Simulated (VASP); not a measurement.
Here is a VASP 6.6.1 calculation.

The input INCAR:

```
ALGO     = Normal         # electronic algorithm
EDIFF    = 1E-6           # SCF threshold, eV
ENCUT    = 600            # plane-wave cutoff, eV
GGA      = PE             # functional
GGA_COMPAT= F            
ISIF     = 2              # what is computed and relaxed
ISMEAR   = 0              # smearing method
ISPIN    = 2              # spin polarisation
LASPH    = T              # aspherical terms in the spheres
LCHARG   = F              # write CHGCAR
LDAU     = T              # DFT+U
LDAUJ    = 0 0          
LDAUL    = 3 -1           # shell
LDAUPRINT= 1            
LDAUTYPE = 2            
LDAUU    = 3 0            # U, eV
LMAXMIX  = 6              # l up to which the mixer works
LORBIT   = 11             # projections on sites
LREAL    = F              # projectors in reciprocal space
LWAVE    = F              # write WAVECAR
MAGMOM   = 5.06 -0.06     # initial moments
NBANDS   = 22             # bands
NELM     = 200            # most SCF steps
PREC     = Accurate       # precision mode
SIGMA    = 0.05           # smearing width, eV
```

File KPOINTS:

```
k-points
0
Gamma
  5 5 5
```

POSCAR

```
PmS
1.0
    0.0000000000      3.0811515100      3.0811515100
    3.0811515100      0.0000000000      3.0811515100
    3.0811515100      3.0811515100      0.0000000000
Pm S
1 1
Direct
    0.0000000000      0.0000000000      0.0000000000
    0.2500000000      0.2500000000      0.2500000000
```

Potentials or basis: VASP PAW PBE potentials, release 64 (Pm, S).

Run with:

```bash
$ cat potpaw_PBE.64/Pm/POTCAR potpaw_PBE.64/S/POTCAR > POTCAR
$ mpirun -np 1 vasp_std > vasp.out
```

**Question.** Estimate the site moments.

**Answer.** Pm +4.48; S -0.06 μB.

**Question.** Estimate the net moment.

**Answer.** 5.00 μB per cell.

**Question.** What does it give for the band gap on the k mesh?

**Answer.** Zero (filled and empty bands overlap).

Eigenvalues of the final occupation matrices:
| site | spin | trace | eigenvalues |
| --- | --- | --- | --- |
| site 1 f | 1 | 4.35 | 0.16 0.16 0.16 0.94 0.97 0.97 0.97 |
| site 1 f | 2 | 0.03 | 0.00 0.00 0.00 0.00 0.00 0.00 0.01 |

Caveat: the magnetic or orbital state may not be the lowest; spin-orbit coupling is left out, which moves the levels of the heavy elements.
